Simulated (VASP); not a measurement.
Sn3Se, 4 atoms in the cell. It takes space group Pm-3m (No. 221, cubic). The conventional cell has a = 4.742 Å, b = 4.742 Å, c = 4.742 Å, α = 90.00°, β = 90.00°, γ = 90.00°. Sn (site symmetry 4/mmm) has 8 Sn at 3.35 Å and 4 Se at 3.35 Å within 4.4 Å. Se (site symmetry m-3m) has 12 Sn at 3.35 Å within 4.4 Å. 

```yaml
Program: VASP 6.6.1
Task: single point
Functional: PBE
Potentials_or_basis: VASP PAW PBE potentials, release 64 (Sn_d, Se)
Cutoff: 520 eV
k_mesh: 5 × 5 × 5
Occupations: fermi-dirac, width 0.05 eV
Spin: no spin polarisation
Dipole_correction: no
Further_INCAR_settings: ALGO = Normal; EDIFF = 1e-07; NBANDS = 32
```

Potentials or basis: VASP PAW PBE potentials, release 64 (Sn_d, Se).

Run with:

```console
$ cat potpaw_PBE.64/Sn_d/POTCAR potpaw_PBE.64/Se/POTCAR > POTCAR
$ mpirun -np 1 vasp_std > vasp.out
```

Hardware: 1 thread of Intel Xeon 8259CL, on a shared host.

Problem. Estimate the wall time of this run.

Solution. Wall time 41 s on 1 thread of Intel Xeon 8259CL, with other jobs on the host, peak memory 0.2 GiB. Counts: scf iterations 14, k points 10.
